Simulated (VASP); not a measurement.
Crystal: InGa3P4.

```
CELL_PARAMETERS angstrom
-2.72169 2.72169 5.44337
2.72169 -2.72169 5.44337
2.72169 2.72169 -5.44337
ATOMIC_POSITIONS crystal
In 0.50000 0.50000 0.00000
Ga 0.75000 0.25000 0.50000
Ga 0.00000 0.00000 0.00000
Ga 0.25000 0.75000 0.50000
P 0.12500 0.62500 0.00000
P 0.37500 0.37500 0.50000
P 0.62500 0.12500 0.00000
P 0.87500 0.87500 0.50000
```

```yaml
Program: VASP 6.6.1
Task: relaxation of cell and atoms
Functional: PBE
Potentials_or_basis: VASP PAW PBE potentials, release 64 (In_d, Ga_d, P)
Cutoff: 600 eV
k_mesh: 4 × 4 × 4
Occupations: gaussian, width 0.1 eV
Spin: no spin polarisation
```

At the start: pressure 9.5 GPa; volume 20.16 Å³/atom.

Where does the relaxation end?

Over 7 steps the energy falls by 102.6 meV/atom and the volume is 22.17 Å³/atom (+10.0 %); space group I-42m (No. 121, to 0.1 Å) before and after.

The path:
```tsv
step	energy change (eV)	largest force (eV/Å)	pressure (GPa)	volume (Å³)
1	0.0000	1.9540	9.47	161.29
2	-0.6106	0.1740	-4.42	190.75
3	-0.7497	0.5561	-1.16	180.77
4	-0.8084	0.2468	-0.31	178.11
5	-0.8192	0.0675	0.33	176.37
6	-0.8192	0.0733	0.29	176.46
7	-0.8206	0.0238	-0.09	177.37
```

Final structure:
```
In Ga P
1.0
    -2.81066    2.81066    5.61327
     2.81066   -2.81066    5.61327
     2.81066    2.81066   -5.61327
In Ga P
1 3 4
Direct
  0.50000 0.50000 0.00000
  0.75000 0.25000 0.50000
  0.00000 0.00000 0.00000
  0.25000 0.75000 0.50000
  0.10684 0.63269 0.00000
  0.36731 0.36731 0.47415
  0.63269 0.10684 0.00000
  0.89316 0.89316 0.52585
```
